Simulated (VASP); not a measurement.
Runs of VASP 6.6.1 on Re. The structure is that of space group I4_1/amd (No. 141), or close to it. The cells are those of the table. 

```tsv
task	cell	k mesh	cutoff (eV)	gap on the mesh (eV)	pressure (GPa)
single point	a = 3.748 Å, angles 96.8, 96.8, 139.6°, 2 atoms	8 × 8 × 8	520	none	(a)
relaxation of cell and atoms	relaxed from a = 3.648 Å, angles 97.4, 97.4, 137.8°, 2 atoms	8 × 8 × 8	600	none	0.1
single point	a = 3.756 Å, angles 96.8, 96.8, 139.9°, 2 atoms	24 × 24 × 24	520	none	-0.8
single point	a = 3.648 Å, angles 97.4, 97.4, 137.8°, 2 atoms	8 × 8 × 8	520	none	17.7
```

Alike in all rows: level PBEsol; potentials or basis VASP PAW PBE potentials, release 64 (Re); no spin polarisation; smearing gaussian 0.1 eV.

Q: Estimate the missing entries.

A: (a) -0.6.

Caveats: the PAW data sets were made with another functional, which shifts forces and pressure a little; spin-orbit coupling is left out, which moves the levels of the heavy elements; the cell stands under pressure (at least some runs).

A k mesh can miss the band edges, and the runs leave out spin-orbit coupling on Re.

A gap of «none» marks levels without a gap at the run's occupations.
